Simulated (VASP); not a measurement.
# Ir3O in VASP: single point with PBE

Aim: the single point of Ir3O with PBE.

Everything below comes from runs of VASP 6.6.1. Logs are shortened: lines on timing, memory, paths and dates and some standing lists are left out, and cuts for length are marked.

### Step 1. The cell of the first run

The cell holds a slab with vacuum, 4 atoms: a = 2.737 Å, b = 2.737 Å, c = 19.188 Å, α = 90.00°, β = 90.00°, γ = 90.00°.

### Step 2. Single point, PBE

File INCAR:

```
  PREC = Accurate
  ENCUT = 520
  EDIFF = 1E-6
  ISMEAR = 0
  SIGMA = 0.1
  LREAL = F
  LASPH = T
  NELM = 60
  ALGO = Normal
  ISIF = 2
  LWAVE = F
  LCHARG = F
  LDIPOL = T
  IDIPOL = 3
  DIPOL = 0.5 0.5 0.348
  GGA = PE
  NBANDS = 24
```

File KPOINTS:

```
Automatic mesh
0
Gamma
  10 10 1
```

File POSCAR:

```
Ir3O
1.0
    2.7367600872      0.0000000000      0.0000000000
    0.0000000000      2.7367600872      0.0000000000
    0.0000000000      0.0000000000     19.1883373425
Ir O
3 1
Direct
    0.5000000000      0.5000000000      0.2084599582
    0.0000000000      0.0000000000      0.3045662601
    0.5000000000      0.5000000000      0.4006776202
    0.6666666667      0.8333333333      0.4783737918
```

Potentials or basis: VASP PAW PBE potentials, release 64 (Ir, O).

Run with:

```
cat potpaw_PBE.64/Ir/POTCAR potpaw_PBE.64/O/POTCAR > POTCAR
mpirun -np 1 vasp_std > vasp.out
```

OUTCAR:

```text
PREC = Accurate
   ENCUT = 520
   EDIFF = 1E-6
   ISMEAR = 0
   LREAL = F
   LASPH = T
   NELM = 60
   ISIF = 2
   GGA = PE

 ion  position               nearest neighbor table
   1  0.500  0.500  0.208-   2 2.67   2 2.67   2 2.67   2 2.67
   2  0.000  0.000  0.305-   1 2.67   1 2.67   1 2.67   1 2.67   3 2.67   3 2.67   3 2.67   3 2.67

   3  0.500  0.500  0.401-   4 1.81   4 2.40   2 2.67   2 2.67   2 2.67   2 2.67
   4  0.667  0.833  0.478-   3 1.81   3 2.40

  LATTYP: Found a simple tetragonal cell.
 ALAT       =     2.7367600872
 C/A-ratio  =     7.0113333764

  Lattice vectors:

 A1 = (   2.7367600872,   0.0000000000,   0.0000000000)
 A2 = (   0.0000000000,   2.7367600872,   0.0000000000)
 A3 = (   0.0000000000,   0.0000000000,  19.1883373425)

Analysis of symmetry for initial positions (statically):
=====================================================================
 Subroutine PRICEL returns:
 Original cell was already a primitive cell.

 Routine SETGRP: Setting up the symmetry group for a
 simple tetragonal supercell.

 Subroutine GETGRP returns: Found  1 space group operations
 (whereof  1 operations were pure point group operations)
 out of a pool of 16 trial point group operations.

The static configuration has the point symmetry C_1 .

Analysis of symmetry for dynamics (positions and initial velocities):
=====================================================================
 Subroutine PRICEL returns:
 Original cell was already a primitive cell.

 Routine SETGRP: Setting up the symmetry group for a
 simple tetragonal supercell.

 Subroutine GETGRP returns: Found  1 space group operations
 (whereof  1 operations were pure point group operations)
 out of a pool of 16 trial point group operations.

The dynamic configuration has the point symmetry C_1 .

 Subroutine INISYM returns: Found  1 space group operations
 (whereof  1 operations are pure point group operations),
 and found     1 'primitive' translations

----------------------------------------------------------------------------------------

                                     Primitive cell

  volume of cell :     143.7179

  direct lattice vectors                    reciprocal lattice vectors
     2.736760087  0.000000000  0.000000000     0.365395566  0.000000000  0.000000000
     0.000000000  2.736760087  0.000000000     0.000000000  0.365395566  0.000000000
     0.000000000  0.000000000 19.188337342     0.000000000  0.000000000  0.052114990

  length of vectors
     2.736760087  2.736760087 19.188337342     0.365395566  0.365395566  0.052114990

  position of ions in fractional coordinates (direct lattice)
     0.500000000  0.500000000  0.208459958
     0.000000000  0.000000000  0.304566260
     0.500000000  0.500000000  0.400677620
     0.666666667  0.833333333  0.478373792

  ion indices of the primitive-cell ions
   primitive index   ion index
                 1           1
                 2           2
                 3           3
                 4           4

----------------------------------------------------------------------------------------

 KPOINTS: Automatic mesh

Automatic generation of k-mesh.
 Grid dimensions read from file:
 generate k-points for:   10   10    1

 Generating k-lattice:

  Cartesian coordinates                     Fractional coordinates (reciprocal lattice)
     0.036539557  0.000000000  0.000000000     0.100000000  0.000000000  0.000000000
     0.000000000  0.036539557  0.000000000     0.000000000  0.100000000  0.000000000
     0.000000000  0.000000000  0.052114990     0.000000000  0.000000000  1.000000000

  Length of vectors
     0.036539557  0.036539557  0.052114990

  Shift w.r.t. Gamma in fractional coordinates (k-lattice)
     0.000000000  0.000000000  0.000000000

 Subroutine IBZKPT returns following result:
 ===========================================

 Found     52 irreducible k-points:

 Following reciprocal coordinates:
            Coordinates               Weight
  0.000000  0.000000  0.000000      1.000000
  0.100000  0.000000  0.000000      2.000000
  0.000000  0.100000  0.000000      2.000000
  0.200000  0.000000  0.000000      2.000000
  0.000000  0.200000  0.000000      2.000000
  0.300000  0.000000  0.000000      2.000000
[... 16 lines left out ...]
 -0.100000  0.400000  0.000000      2.000000
 -0.400000  0.100000  0.000000      2.000000
 [... further k-points ...]
   k-points           NKPTS =     52   k-points in BZ     NKDIM =     52   number of bands    NBANDS=     24
   number of dos      NEDOS =    301   number of ions     NIONS =      4
   total plane-waves  NPLWV =  57600
   dimension x,y,z NGX =    20 NGY =   20 NGZ =  144
   dimension x,y,z NGXF=    40 NGYF=   40 NGZF=  288
   ions per type =               3   1
   NGX,Y,Z   is equivalent  to a cutoff of  12.15, 12.15, 12.48 a.u.
   NGXF,Y,Z  is equivalent  to a cutoff of  24.30, 24.30, 24.95 a.u.
 SYSTEM =  unknown system
   PREC   = accura    normal or accurate (medium, high low for compatibility)
   ISTART =      0    job   : 0-new  1-cont  2-samecut
   ICHARG =      2    charge: 1-file 2-atom 10-const
   ISPIN  =      1    spin polarized calculation?
   LNONCOLLINEAR =      F non collinear calculations
   LSORBIT =      F    spin-orbit coupling
   LASPH  =      T    aspherical Exc in radial PAW
   ENCUT  =  520.0 eV  38.22 Ry    6.18 a.u.   5.09  5.09 35.68*2*pi/ulx,y,z
   NELM   =     60;   NELMIN=  2; NELMDL= -5     # of ELM steps
   EDIFF  = 0.1E-05   stopping-criterion for ELM
   LREAL  =      F    real-space projection
   EDIFFG = 0.1E-04   stopping-criterion for IOM
   NSW    =      0    number of steps for IOM
   IBRION =     -1    ionic relax: 0-MD 1-quasi-New 2-CG
   NFREE  =      0    steps in history (QN), initial steepest desc. (CG)
   ISIF   =      2    stress and relaxation
   ISYM   =      2    0-nonsym 1-usesym 2-fastsym
   POTIM  = 0.5000    time-step for ionic-motion
   TEBEG  =    0.0;   TEEND  =   0.0 temperature during run
   PSTRESS=    0.0 pullay stress
   NELECT =      33.0000    total number of electrons
   NUPDOWN=      -1.0000    fix difference up-down
   EMIN   =  10.00;   EMAX   =-10.00  energy-range for DOS
   EFERMI =   0.00;   METHOD = LEGACY
   ISMEAR =     0;   SIGMA  =   0.10  broadening in eV -4-tet -1-fermi 0-gaus
   EFERMI_NEDOS =   21; number of points for ismear=-14 and -15
   IALGO  =     38    algorithm
   IMIX   =      4    mixing-type and parameters
     AMIX     =   0.40;   BMIX     =  1.00
     AMIX_MAG =   1.60;   BMIX_MAG =  1.00
  volume/ion in A,a.u.               =      35.93       242.46
  Fermi-wavevector in a.u.,A,eV,Ry     =   1.002480  1.894413 13.673405  1.004967
  Thomas-Fermi vector in A             =   2.134970
   LORBIT       =      0    0 simple, 1 ext, 2 COOP (PROOUT), +10 PAW based schemes
   GGA     = PE    functional components
   LHFCALC =     F    Hartree Fock is set to
   AEXX    =    0.0000 exact exchange contribution
   IVDW    =     0    specifies the selected vdW correction
   LEPSILON=     F    determine dielectric tensor
   LRPA    =     F    only Hartree local field effects (RPA)
 non-spin polarized calculation
 Gauss-broadening in eV      SIGMA  =   0.10
  energy-cutoff  :      520.00
  volume of cell :      143.72
 maximum number of plane-waves:      3910
   NGX = 11   NGY = 11   NGZ = 71

 dipolmoment           0.000000      0.000000     -0.045015 electrons x Angstroem

 number of electron      32.9999996 magnetization

 dipolmoment           0.000000      0.000000      0.077617 electrons x Angstroem

 Free energy of the ion-electron system (eV)
  ---------------------------------------------------
  ext. energy  EPLUGINS =         0.00000000
  ---------------------------------------------------
  free energy    TOTEN  =       -29.37102019 eV

  energy without entropy =      -29.35160296  energy(sigma->0) =      -29.36131157

 E-fermi :  -0.9838     XC(G=0):  -5.6593

 val. band max:       -1.0100756695   @ k =   0.3000   0.2000   0.0000
 cond. band min:      -0.9765919379   @ k =   0.0000   0.0000   0.0000
 fundamental gap:      0.0334837316
 Fermi energy:        -0.9838330672

 k-point     1 :       0.0000    0.0000    0.0000
  band No.  band energies     occupation
      1     -19.8919      2.00000
      2     -10.9307      2.00000
      3      -8.8409      2.00000
      4      -8.1597      2.00000
      5      -7.9832      2.00000
      6      -6.7403      2.00000
[... 16 lines left out ...]
     23       4.4667      0.00000
     24       5.2934      0.00000

 k-point     2 :       0.1000    0.0000    0.0000
  band No.  band energies     occupation
      1     -19.8459      2.00000
      2     -10.6779      2.00000
      3      -8.6922      2.00000
      4      -7.9349      2.00000
      5      -7.7997      2.00000
      6      -6.5868      2.00000
[... 16 lines left out ...]
     23       4.6782      0.00000
     24       5.6170      0.00000

 k-point     3 :       0.0000    0.1000    0.0000
  band No.  band energies     occupation
      1     -19.8471      2.00000
      2     -10.6892      2.00000
      3      -8.5992      2.00000
      4      -8.0138      2.00000
      5      -7.7775      2.00000
      6      -6.6772      2.00000
[... 16 lines left out ...]
     23       4.6776      0.00000
     24       5.6390      0.00000
[... 514 lines left out ...]
 k-point    23 :      -0.1000    0.4000    0.0000
  band No.  band energies     occupation
      1     -19.4435      2.00000
      2      -8.6501      2.00000
      3      -8.0266      2.00000
      4      -7.0346      2.00000
      5      -6.5990      2.00000
      6      -6.3550      2.00000
[... 16 lines left out ...]
     23       4.8091      0.00000
     24       7.3127      0.00000

 k-point    24 :      -0.4000    0.1000    0.0000
  band No.  band energies     occupation
      1     -19.4010      2.00000
      2      -8.5436      2.00000
      3      -8.1568      2.00000
      4      -6.9595      2.00000
      5      -6.7223      2.00000
      6      -6.4415      2.00000
[... 16 lines left out ...]
     23       4.7104      0.00000
     24       7.3105      0.00000

 [... further k-points ...]

------------------------ aborting loop because EDIFF is reached ----------------------------------------

 vacuum level on the upper side and lower side of the slab       (xc-potential included)         0.903        -0.920

  FORCE on cell =-STRESS in cart. coord.  units (eV):
  Direction    XX          YY          ZZ          XY          YZ          ZX
  --------------------------------------------------------------------------------------
  -------------------------------------------------------------------------------------
  Total        1.4021926      0.2126577      3.3344697      0.9402375      3.5885207      0.1650528
  in kB       15.6317447      2.3707234     37.1729100     10.4818352     40.0050885      1.8400201
  external PRESSURE =      18.3917927 kB  Pullay stress =       0.0000000 kB

 VOLUME and BASIS-vectors are now :
 -----------------------------------------------------------------------------
  energy-cutoff  :      520.00
  volume of cell :      143.72
      direct lattice vectors                 reciprocal lattice vectors
     2.736760087  0.000000000  0.000000000     0.365395566  0.000000000  0.000000000
     0.000000000  2.736760087  0.000000000     0.000000000  0.365395566  0.000000000
     0.000000000  0.000000000 19.188337342     0.000000000  0.000000000  0.052114990

 POSITION                                       TOTAL-FORCE (eV/Angst)
 -----------------------------------------------------------------------------------
      1.36838      1.36838      4.00000        -0.115153     -0.250378     -0.232484
      0.00000      0.00000      5.84412        -0.306710     -0.039000     -1.008575
      1.36838      1.36838      7.68834         0.975708     -1.449559      0.797807
      1.82451      2.28063      9.17920        -0.553846      1.738937      0.443252
 -----------------------------------------------------------------------------------
    total drift:                                0.000346      0.000116     -0.000218

  FREE ENERGIE OF THE ION-ELECTRON SYSTEM (eV)
  ---------------------------------------------------
  free  energy   TOTEN  =       -29.3710201883 eV

  energy  without entropy=      -29.3516029559  energy(sigma->0) =      -29.36131157

 vacuum level on the upper side and lower side of the slab         6.381         4.503
```

Wall time 7.1 min (1 thread of Intel Xeon 8259CL, shared host); peak memory 0.33 GiB.

Results:

* Free energy: -29.3710 eV
* Largest force: 1.921 eV/Å
* Band gap on the k mesh: zero (an odd number of electrons rules out a gap without spin polarisation)

Forces on the atoms (eV/Å):
```
Ir  -0.115 -0.250 -0.232
Ir  -0.307 -0.039 -1.009
Ir   0.976 -1.450  0.798
O   -0.554  1.739  0.443
```

Levels at points of the mesh, in eV from the Fermi level:
```
           k point  band 14  band 15  band 16  band 17  band 18  band 19
(0.00, 0.00, 0.00)    -1.26    -1.16    -0.57    -0.09     0.01     0.64
(0.50, 0.00, 0.00)    -1.18    -0.84    -0.20     0.40     0.51     1.28
(0.00, 0.50, 0.00)    -1.36    -0.51    -0.28     0.46     0.54     0.85
(0.50, 0.50, 0.00)     0.38     0.78     0.94     1.16     1.69     2.10
```

Caveat: spin-orbit coupling is left out, which moves the levels of the heavy elements; an odd number of electrons without spin polarisation forces a metal; a magnetic or distorted state may lie lower.
